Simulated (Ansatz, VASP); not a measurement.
# AlIn2B2As in VASP and in Ansatz

```xyz
6
Lattice="3.8967 0.0000 0.0000 0.0000 3.8967 0.0000 0.0000 0.0000 6.9602" Properties=species:S:1:pos:R:3 pbc="T T T"
Al    0.0000    0.0000    0.0000
In    1.9483    0.0000    2.6562
In    0.0000    1.9483    4.3040
B     1.9483    0.0000    5.8529
B     0.0000    1.9483    1.1073
As    1.9483    1.9483    0.0000
```

Change from the starting cell: species swapped into the Nd2FeSi2Ru type (P-4m2, No. 115).

Alike in both runs: functional PBE; k mesh 4 × 4 × 3; occupations gaussian, width 0.2 eV; no spin polarisation.

Ansatz relaxed the structure, and its values are those at the end. VASP's run is a single point on that final structure, the one shown.

|  | VASP | Ansatz |
| --- | --- | --- |
| version | VASP 6.6.1 | Ansatz 0.2.0 |
| potentials or method | VASP PAW PBE potentials, release 64 (Al, In_d, B, As), cutoff 520 eV | scalar-relativistic, plane waves, PAW |
| valence electrons in the cell | 40 | 50 |

Ansatz gave:

* gap on the k mesh at the Fermi level (eV): none
* pressure (GPa): -0.2
* rms of the force components (eV/Å): 0.024

Question: Which values does VASP return?

Answer: gap on the k mesh at the Fermi level (eV): none; pressure (GPa): -0.1; rms of the force components (eV/Å): 0.020.

A gap of «none» marks a metal or a gap that the smearing closes. VASP's potentials hold 40 valence electrons a cell and Ansatz's 50, so a difference there can come from the potentials and not from the codes.

The k mesh is coarse, so the values compare programs but aren't converged.
